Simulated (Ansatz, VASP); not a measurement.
## TaTl in VASP and in Ansatz

Contents of INCAR:

```
AGGAC = 1.0
AGGAX = 1.0
ALDAC = 0.0
ALDAX = 1.0
ALGO = Fast
EDIFF = 1E-6
ENCUT = 520
GGA = B5
ISIF = 2
ISMEAR = -1
LASPH = True
LCHARG = True
LELF = True
LREAL = False
LVHAR = True
LWAVE = False
NBANDS = 19
NELM = 60
PREC = Accurate
SIGMA = 0.05
```

File KPOINTS:

```
k-points
0
Gamma
  7 7 7
```

POSCAR

```
TaTl
1.0
    3.6221205400      0.0000000000      0.0000000000
    0.0000000000      3.6221205400      0.0000000000
    0.0000000000      0.0000000000      3.6221205400
Ta Tl
1 1
Direct
    0.0000000000      0.0000000000      0.0000000000
    0.5000000000      0.5000000000      0.5000000000
```

input.yaml

```yaml
crystal:
  lattice:
    - [3.62212054, 0.0, 0.0]
    - [0.0, 3.62212054, 0.0]
    - [0.0, 0.0, 3.62212054]
  atoms:
    - { symbol: Ta, position: [0.0, 0.0, 0.0] }
    - { symbol: Tl, position: [0.5, 0.5, 0.5] }
hamiltonian:
  xc: blyp
  pseudopotentials: { kind: paw }
kpoints:
  mp_grid: { grid: [7, 7, 7] }
  band_path:
    path:
      - [[0.0, 0.0, 0.0], [0.0, 0.5, 0.0], [0.5, 0.5, 0.0], [0.0, 0.0, 0.0], [0.5, 0.5, 0.5], [0.0, 0.5, 0.0]]
      - [[0.5, 0.5, 0.0], [0.5, 0.5, 0.5]]
    npoints: 14
scf:
  occupations: { method: fermi_dirac, width: 0.05 }
  n_extra_bands: 6
output:
  forces: true
  stress: true
  eigenvalues: true
  fatbands: true
  write_density: true
  write_potential: true
  elf: true
  volumetric_format: npy
```

Alike in both runs: functional BLYP; k mesh 7 × 7 × 7; occupations fermi-dirac, width 0.05 eV; no spin polarisation.

|  | VASP | Ansatz |
| --- | --- | --- |
| version | VASP 6.6.1 | Ansatz 0.2.0 |
| potentials or method | VASP PAW PBE potentials, release 64 (Ta_pv, Tl_d) | Ansatz PAW |
| plane-wave cutoff (eV) | 520 | 420 |
| valence electrons in the cell | 24 | 26 |
| task | single point | band structure |

|  | VASP | Ansatz | Ansatz less VASP |
| --- | --- | --- | --- |
| gap on the k mesh at the Fermi level (eV) | none | none | - |
| pressure (GPa) | -7.9 | -8.1 | -0.24 |

VASP's potentials were made for PBE, not for BLYP. A gap of «none» marks a metal or a gap that the smearing closes. The functional is the same, so the differences come from potentials, cutoffs and numerics. VASP's potentials hold 24 valence electrons a cell and Ansatz's 26, so a difference there can come from the potentials and not from the codes.

Spin-orbit coupling is off throughout.
